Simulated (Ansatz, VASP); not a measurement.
Two plane-wave programs on NaS6

```
CELL_PARAMETERS angstrom
7.02546 0.00000 0.00000
-3.51273 6.08423 0.00000
0.00000 0.00000 4.42338
ATOMIC_POSITIONS crystal
Na 0.00000 0.00000 0.00000
S 0.82053 0.64107 0.50000
S 0.35893 0.17947 0.50000
S 0.82053 0.17947 0.50000
S 0.17947 0.35893 0.50000
S 0.64107 0.82053 0.50000
S 0.17947 0.82053 0.50000
```

Alike in both runs: functional PBE; k mesh 6 × 6 × 8; occupations gaussian, width 0.1 eV; no spin polarisation.

Ansatz relaxed the structure, and its values are those at the end. VASP's run is a single point on that final structure, the one shown.

|  | VASP | Ansatz |
| --- | --- | --- |
| version | VASP 6.6.1 | Ansatz 0.2.0 |
| potentials or method | VASP PAW PBE potentials, release 64 (Na_pv, S), cutoff 520 eV | scalar-relativistic, plane waves, PAW |
| valence electrons in the cell | 43 | 45 |

Ansatz gave:

* gap on the k mesh at the Fermi level (eV): none
* pressure (GPa): 0.0
* rms of the force components (eV/Å): 0.002

Problem. Estimate VASP's values.

Solution. gap on the k mesh at the Fermi level (eV): none; pressure (GPa): -0.2; rms of the force components (eV/Å): 0.023.

A gap of «none» marks a metal or a gap that the smearing closes. With one functional, cell and mesh, what is left measures potentials, basis and numerics. VASP's potentials hold 43 valence electrons a cell and Ansatz's 45, so a difference there can come from the potentials and not from the codes.
